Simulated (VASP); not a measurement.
# BN (P-6m2) in VASP: a series of runs

Runs on BN. Level: PBE+D3(BJ). Tasks: single point.

Program: VASP 6.6.1. These are calculated values, not measurements. Logs are shortened: lines on timing, memory, paths and dates and some standing lists are left out, and cuts for length are marked.

## 1. The cell of the first run

It takes space group P-6m2 (No. 187, hexagonal). Conventional cell: a = 2.650 Å, b = 2.650 Å, c = 6.003 Å, α = 90.00°, β = 90.00°, γ = 120.00°. B (site symmetry -6m2) has 3 N at 1.53 Å within 2.0 Å. Within 2.0 Å of B (site symmetry -6m2) lie 3 N at 1.53 Å. Within 2.0 Å of N (site symmetry -6m2) lie 3 B at 1.53 Å. N (site symmetry -6m2) has 3 B at 1.53 Å within 2.0 Å.

## 2. Single point, PBE+D3(BJ)

File INCAR:

```
SYSTEM = BN
PREC = Accurate
ENCUT = 520
EDIFF = 1E-6
ISMEAR = 0
SIGMA = 0.05
LREAL = .False.
LASPH = .True.
NELM = 60
ALGO = Normal
ISIF = 2
LWAVE = .False.
LCHARG = .True.
GGA = PE
IVDW = 12
LELF = .True.
LVHAR = .True.
NBANDS = 16
```

File KPOINTS:

```
Automatic mesh
0
Gamma
  12 12 4
  0 0 0
```

File POSCAR:

```
BN
1.0
    2.6497229315      0.0000000000      0.0000000000
   -1.3248614658      2.2947273717      0.0000000000
    0.0000000000      0.0000000000      6.0030514872
B N
2 2
Direct
    0.0000000000      0.0000000000      0.5000000000
    0.3333333333      0.6666666667      0.0000000000
    0.0000000000      0.0000000000      0.0000000000
    0.6666666667      0.3333333333      0.5000000000
```

Potentials or basis: VASP PAW PBE potentials, release 64 (B, N).

The run is started by

```sh
cat potpaw_PBE.64/B/POTCAR potpaw_PBE.64/N/POTCAR > POTCAR
mpirun -np 1 vasp_std > vasp.out
```

OUTCAR:

```text
SYSTEM = BN
   PREC = Accurate
   ENCUT = 520
   EDIFF = 1E-6
   ISMEAR = 0
   LREAL = .False.
   LASPH = .True.
   NELM = 60
   ISIF = 2
   GGA = PE
   IVDW = 12
 IVDW          = 12

 ion  position               nearest neighbor table
   1  0.000  0.000  0.500-   4 1.53   4 1.53   4 1.53
   2  0.333  0.667  0.000-   3 1.53   3 1.53   3 1.53
   3  0.000  0.000  0.000-   2 1.53   2 1.53   2 1.53
   4  0.667  0.333  0.500-   1 1.53   1 1.53   1 1.53

  LATTYP: Found a hexagonal cell.
 ALAT       =     2.6497229315
 C/A-ratio  =     2.2655393195

  Lattice vectors:

 A1 = (   2.6497229315,   0.0000000000,   0.0000000000)
 A2 = (  -1.3248614658,   2.2947273717,   0.0000000000)
 A3 = (   0.0000000000,   0.0000000000,   6.0030514872)

Analysis of symmetry for initial positions (statically):
=====================================================================
 Subroutine PRICEL returns:
 Original cell was already a primitive cell.

 Routine SETGRP: Setting up the symmetry group for a
 hexagonal supercell.

 Subroutine GETGRP returns: Found 12 space group operations
 (whereof 12 operations were pure point group operations)
 out of a pool of 24 trial point group operations.

The static configuration has the point symmetry D_3h.

Analysis of symmetry for dynamics (positions and initial velocities):
=====================================================================
 Subroutine PRICEL returns:
 Original cell was already a primitive cell.

 Routine SETGRP: Setting up the symmetry group for a
 hexagonal supercell.

 Subroutine GETGRP returns: Found 12 space group operations
 (whereof 12 operations were pure point group operations)
 out of a pool of 24 trial point group operations.

The dynamic configuration has the point symmetry D_3h.

 Subroutine INISYM returns: Found 12 space group operations
 (whereof 12 operations are pure point group operations),
 and found     1 'primitive' translations

----------------------------------------------------------------------------------------

                                     Primitive cell

  volume of cell :      36.5009

  direct lattice vectors                    reciprocal lattice vectors
     2.649722931  0.000000000  0.000000000     0.377397949  0.217890808  0.000000000
    -1.324861466  2.294727372  0.000000000     0.000000000  0.435781615  0.000000000
     0.000000000  0.000000000  6.003051487     0.000000000  0.000000000  0.166581946

  length of vectors
     2.649722931  2.649722932  6.003051487     0.435781615  0.435781615  0.166581946

[... 89 lines left out ...]
   NFREE  =      0    steps in history (QN), initial steepest desc. (CG)
   ISIF   =      2    stress and relaxation
   ISYM   =      2    0-nonsym 1-usesym 2-fastsym
   POTIM  = 0.5000    time-step for ionic-motion
   TEBEG  =    0.0;   TEEND  =   0.0 temperature during run
   PSTRESS=    0.0 pullay stress
   NELECT =      16.0000    total number of electrons
   NUPDOWN=      -1.0000    fix difference up-down
   EMIN   =  10.00;   EMAX   =-10.00  energy-range for DOS
   EFERMI =   0.00;   METHOD = LEGACY
   ISMEAR =     0;   SIGMA  =   0.05  broadening in eV -4-tet -1-fermi 0-gaus
   EFERMI_NEDOS =   21; number of points for ismear=-14 and -15
   IALGO  =     38    algorithm
   IMIX   =      4    mixing-type and parameters
     AMIX     =   0.40;   BMIX     =  1.00
     AMIX_MAG =   1.60;   BMIX_MAG =  1.00
  volume/ion in A,a.u.               =       9.13        61.58
  Fermi-wavevector in a.u.,A,eV,Ry     =   1.243599  2.350061 21.041925  1.546538
  Thomas-Fermi vector in A             =   2.377902
   LORBIT       =      0    0 simple, 1 ext, 2 COOP (PROOUT), +10 PAW based schemes
   GGA     = PE    functional components
   LHFCALC =     F    Hartree Fock is set to
   AEXX    =    0.0000 exact exchange contribution
   IVDW    =    12    specifies the selected vdW correction
   LEPSILON=     F    determine dielectric tensor
   LRPA    =     F    only Hartree local field effects (RPA)
 non-spin polarized calculation
 Gauss-broadening in eV      SIGMA  =   0.05
  energy-cutoff  :      520.00
  volume of cell :       36.50
 maximum number of plane-waves:      1011
 NGX is ok and might be reduce to    20
   NGX =  9   NGY =  9   NGZ = 23

 number of electron      16.0000002 magnetization

 Free energy of the ion-electron system (eV)
  ---------------------------------------------------
  ext. energy  EPLUGINS =         0.00000000
  ---------------------------------------------------
  free energy    TOTEN  =       -34.42499408 eV

  energy without entropy =      -34.42499408  energy(sigma->0) =      -34.42499408

 E-fermi :   2.7995     XC(G=0): -10.3710

 val. band max:        2.5313846911   @ k =   0.3333   0.3333   0.5000
 cond. band min:       6.2362180353   @ k =   0.3333   0.3333   0.0000
 fundamental gap:      3.7048333442
 Fermi energy:         2.7995103101

 k-point     1 :       0.0000    0.0000    0.0000
  band No.  band energies     occupation
      1     -14.6373      2.00000
      2     -13.9612      2.00000
      3      -3.5414      2.00000
      4      -0.1211      2.00000
      5       0.7750      2.00000
      6       0.7750      2.00000
[... 433 lines left out ...]
      3      -4.2893      2.00000
      4      -3.9700      2.00000
      5      -1.1372      2.00000
      6      -0.8350      2.00000
[... 8 lines left out ...]
     15      18.3460      0.00000
     16      18.3551      0.00000

 [... further k-points ...]

------------------------ aborting loop because EDIFF is reached ----------------------------------------

 Edisp (eV)   -0.56890

 E8    (eV) :    -0.1687

  FORCE on cell =-STRESS in cart. coord.  units (eV):
  Direction    XX          YY          ZZ          XY          YZ          ZX
  --------------------------------------------------------------------------------------
  -------------------------------------------------------------------------------------
  Total     -11.77849   -11.77849     0.94939     0.00000    -0.00000     0.00000
  in kB    -517.00702  -517.00702    41.67274     0.00000    -0.00000     0.00000
  external pressure =     -330.78 kB  Pullay stress =        0.00 kB

 VOLUME and BASIS-vectors are now :
 -----------------------------------------------------------------------------
  energy-cutoff  :      520.00
  volume of cell :       36.50
      direct lattice vectors                 reciprocal lattice vectors
     2.649722931  0.000000000  0.000000000     0.377397949  0.217890808  0.000000000
    -1.324861466  2.294727372  0.000000000     0.000000000  0.435781615  0.000000000
     0.000000000  0.000000000  6.003051487     0.000000000  0.000000000  0.166581946

 POSITION                                       TOTAL-FORCE (eV/Angst)
 -----------------------------------------------------------------------------------
      0.00000      0.00000      3.00153         0.000000      0.000000      0.000000
     -0.00000      1.52982      0.00000         0.000000      0.000000      0.000000
      0.00000      0.00000      0.00000         0.000000      0.000000      0.000000
      1.32486      0.76491      3.00153        -0.000000      0.000000      0.000000
 -----------------------------------------------------------------------------------
    total drift:                               -0.000001      0.000001      0.000000

  FREE ENERGIE OF THE ION-ELECTRON SYSTEM (eV)
  ---------------------------------------------------
  free  energy   TOTEN  =       -34.9938905790 eV

  energy  without entropy=      -34.9938905790  energy(sigma->0) =      -34.99389058
```

OSZICAR:

```text
N       E                     dE             d eps       ncg     rms          rms(c)
DAV:   1     0.378686846620E+02    0.37869E+02   -0.76347E+03  1824   0.924E+02
DAV:   2    -0.339473683206E+02   -0.71816E+02   -0.65076E+02  2520   0.200E+02
DAV:   3    -0.369223498000E+02   -0.29750E+01   -0.29635E+01  2320   0.395E+01
DAV:   4    -0.369388295543E+02   -0.16480E-01   -0.16476E-01  2248   0.328E+00
DAV:   5    -0.369389675142E+02   -0.13796E-03   -0.13794E-03  2280   0.288E-01    0.988E+00
DAV:   6    -0.345781585916E+02    0.23608E+01   -0.42960E+00  2384   0.164E+01    0.427E+00
DAV:   7    -0.344730027354E+02    0.10516E+00   -0.37639E-01  2504   0.480E+00    0.283E+00
DAV:   8    -0.344301098120E+02    0.42893E-01   -0.16294E-01  2448   0.267E+00    0.482E-01
DAV:   9    -0.344244881831E+02    0.56216E-02   -0.12176E-02  2240   0.937E-01    0.148E-01
DAV:  10    -0.344249400967E+02   -0.45191E-03   -0.12894E-03  2456   0.262E-01    0.383E-02
DAV:  11    -0.344249838473E+02   -0.43751E-04   -0.56390E-05  2320   0.658E-02    0.167E-02
DAV:  12    -0.344249929823E+02   -0.91349E-05   -0.91369E-06  2320   0.245E-02    0.730E-03
DAV:  13    -0.344249940027E+02   -0.10204E-05   -0.17689E-06  2272   0.885E-03    0.122E-03
DAV:  14    -0.344249940785E+02   -0.75776E-07   -0.86879E-08  1304   0.230E-03
   1 F= -.34993891E+02 E0= -.34993891E+02  d E =-.317859E-16
```

Wall time 14 s (1 thread of Intel Xeon 6975P-C (Granite Rapids), shared host); peak memory 0.17 GiB.

What came out:

* Free energy: -34.9939 eV
* Pressure: -33.1 GPa
* Band gap on the k mesh: 3.70 eV, indirect (least direct gap 3.79 eV)
* Dispersion energy per atom: -0.142 eV

 A k mesh can miss the band edges.

(Continued in part 2 of 2.)
